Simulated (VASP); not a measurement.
Here is a VASP 6.6.1 calculation.

File POSCAR:

```
PtSe
1.0
    0.0000000000      2.5946188281      2.5946188281
    2.5946188281      0.0000000000      2.5946188281
    2.5946188281      2.5946188281      0.0000000000
Pt Se
1 1
Direct
    0.5000000000      0.5000000000      0.5000000000
    0.0000000000      0.0000000000      0.0000000000
```

File INCAR.step1:

```
ALGO = Normal
EDIFF = 1E-5
ENCUT = 520
GGA = PE
ISIF = 2
ISMEAR = -1
LASPH = T
LREAL = F
LWAVE = T
NBANDS = 15
NELM = 100
PREC = Accurate
SIGMA = 0.05
```

File INCAR.step2:

```
AEXX = 0.25
ALGO = Normal
EDIFF = 1E-6
ENCUT = 520
GGA = PS
HFSCREEN = 0.207
ISIF = 2
ISMEAR = -1
ISTART = 1
LASPH = T
LCHARG = T
LELF = T
LHFCALC = T
LREAL = F
LVHAR = T
LWAVE = F
NBANDS = 15
NELM = 100
PREC = Accurate
PRECFOCK = Normal
SIGMA = 0.05
```

KPOINTS

```
k-points
0
Gamma
  4 4 4
```

Potentials or basis: VASP PAW PBE potentials, release 64 (Pt, Se).

Run with:

```bash
$ cat potpaw_PBE.64/Pt/POTCAR potpaw_PBE.64/Se/POTCAR > POTCAR
$ cp INCAR.step1 INCAR
$ mpirun -np 1 vasp_std > vasp.out
$ cp INCAR.step2 INCAR
$ mpirun -np 1 vasp_std > vasp.out
```

Q: Estimate the pressure.

A: -0.1 GPa.

Q: Estimate the band gap on the k mesh.

A: Zero (band 8 reaches 11.57 eV, above the bottom of band 9 at 6.25 eV).

Caveat: the k points lie up to 0.52 Å⁻¹ apart; the PAW data sets were made with another functional, which shifts forces and pressure a little; spin-orbit coupling is left out, which moves the levels of the heavy elements.
